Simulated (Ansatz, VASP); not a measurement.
## Two plane-wave programs on Se

```xyz
2
Lattice="0.0000 3.1657 3.1657 3.1657 0.0000 3.1657 3.1657 3.1657 0.0000" Properties=species:S:1:pos:R:3 pbc="T T T"
Se   -0.7914   -0.7914   -0.7914
Se    0.7914    0.7914    0.7914
```

Alike in both runs: functional PBE; k mesh 11 × 11 × 11; occupations fermi-dirac, width 0.1 eV; no spin polarisation.

Ansatz relaxed the structure, and its values are those at the end. VASP's run is a single point on that final structure, the one shown.

|  | VASP | Ansatz |
| --- | --- | --- |
| version | VASP 6.6.1 | Ansatz 0.2.0 |
| potentials or method | VASP PAW PBE potentials, release 64 (Se) | PAW with Ansatz's default frozen-core files, scalar-relativistic |
| plane-wave cutoff (eV) | 520 | 420 |
| valence electrons in the cell | 12 | 32 |

```csv
,VASP,Ansatz,Ansatz less VASP
pressure (GPa),0.0,0.0,-0.02
```

VASP's potentials hold 12 valence electrons a cell and Ansatz's 32, so a difference there can come from the potentials and not from the codes.
